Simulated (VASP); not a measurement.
A run of VASP 6.6.1:

File INCAR:

```
SYSTEM = Ge
PREC = Accurate ; ENCUT = 520
EDIFF = 1E-7 ; ISMEAR = -1
SIGMA = 0.1 ; LREAL = .False.
LASPH = .True. ; NELM = 60
ALGO = Normal ; ISIF = 2
LWAVE = .False. ; LCHARG = .False.
GGA = PE ; NBANDS = 21
```

The input KPOINTS:

```
regular mesh
0
Gamma
  19 19 11
  0 0 0
```

The input POSCAR:

```
Ge
1.0
    3.1843224060      0.0000000000      0.0000000000
   -1.5921612030      2.7577040975      0.0000000000
    0.0000000000      0.0000000000      4.9364556754
Ge
2
Direct
    0.3333333333      0.6666666667      0.2500000000
    0.6666666667      0.3333333333      0.7500000000
```

Potentials or basis: VASP PAW PBE potentials, release 64 (Ge_d).

Launch:

```bash
$ cat potpaw_PBE.64/Ge_d/POTCAR > POTCAR
$ mpirun -np 1 vasp_std > vasp.out
```

Hardware: 1 thread of Intel(R) Xeon(R) Platinum 8488C (Sapphire Rapids) (shared host).

Task: Estimate the wall time of this run.

Result: Run time: 120 s on 1 thread of Intel(R) Xeon(R) Platinum 8488C (Sapphire Rapids), with other jobs on the host, peak memory 0.28 GiB. Counts: scf iterations 13, k points 240.
